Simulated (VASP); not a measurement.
The system is PbS.

```
Pb S
1.0
     0.00000    3.00453    3.00453
     3.00453    0.00000    3.00453
     3.00453    3.00453    0.00000
Pb S
1 1
Cartesian
  3.0045 3.0045 3.0045
  0.0000 0.0000 0.0000
```

Base run:

```yaml
Program: VASP 6.6.1
Functional: PBEsol
Potentials_or_basis: VASP PAW PBE potentials, release 64 (Pb_d, S)
Cutoff: 520 eV
k_mesh: 10 × 10 × 10
Occupations: gaussian, width 0.05 eV
Spin: no spin polarisation
```

Its results: band gap on the k mesh 0.39 eV, direct; pressure -2.9 GPa.

Question: The run is repeated on the same cell with these changes: functional from PBEsol to PBE. What comes out?

Answer: Band gap on the k mesh 0.50 eV, direct; pressure -0.1 GPa.

PBE binds less tightly than PBEsol, so the same cell stands under more pressure.

Caveats: spin-orbit coupling is left out, which moves the levels of the heavy elements; the PAW data sets were made with another functional, which shifts forces and pressure a little (some runs).

A k mesh can miss the band edges.
